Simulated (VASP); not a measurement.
Crystal: Al.

```
Al
1.0
    -1.62243    1.62243    1.62243
     1.62243   -1.62243    1.62243
     1.62243    1.62243   -1.62243
Al
1
Direct
  0.00000 0.00000 0.00000
```

Base run:

```yaml
Program: VASP 6.6.1
Functional: r2SCAN
Potentials_or_basis: VASP PAW PBE potentials, release 64 (Al)
Cutoff: 520 eV
k_mesh: 12 × 12 × 12
Occupations: fermi-dirac, width 0.05 eV
Spin: no spin polarisation
```

Its results: pressure -4.1 GPa.

**Question.** After a change of settings the same cell gave: pressure -0.6 GPa. Which change was it?
A. functional from r2SCAN to PBE
B. functional from r2SCAN to PBE0; k mesh from 12 × 12 × 12 to 6 × 6 × 6
C. functional from r2SCAN to PBEsol
D. functional from r2SCAN to LDA; potentials or basis from VASP PAW PBE potentials, release 64 (Al) to VASP PAW LDA potentials, release 64 (Al)

**Answer.** A.

Caveats: the PAW data sets were made with another functional, which shifts forces and pressure a little (some runs).
